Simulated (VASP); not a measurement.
Be, 2 atoms in the cell. It takes space group P6_3/mmc (No. 194, hexagonal). Conventional cell: a = 2.270 Å, b = 2.270 Å, c = 3.560 Å, α = 90.00°, β = 90.00°, γ = 120.00°. Be (site symmetry -6m2) has 12 Be at 2.21 to 2.27 Å within 2.9 Å. 

| Quantity | Value |
| --- | --- |
| Program | VASP 6.6.1 |
| Task | single point |
| Functional | r2SCAN |
| Potentials or basis | VASP PAW PBE potentials, release 64 (Be) |
| Cutoff | 520 eV |
| k mesh | 13 × 13 × 8 |
| Occupations | fermi-dirac, width 0.05 eV |
| Spin | no spin polarisation |
| Dipole correction | no |
| Further INCAR settings | ALGO = Normal; EDIFF = 1e-06; NBANDS = 9 |

Potentials or basis: VASP PAW PBE potentials, release 64 (Be).

Launch:

```bash
$ cat potpaw_PBE.64/Be/POTCAR > POTCAR
$ cp INCAR.step1 INCAR
$ mpirun -np 1 vasp_std > vasp.out
$ cp INCAR.step2 INCAR
$ mpirun -np 1 vasp_std > vasp.out
```

Hardware: 1 thread of Intel Xeon 8259CL, with other jobs on the host.

**Question.** How long does it take, and how much memory?

**Answer.** Run time: 64 s on 1 thread of Intel Xeon 8259CL (shared host), peak memory 0.13 GiB. Counts: k points 105.
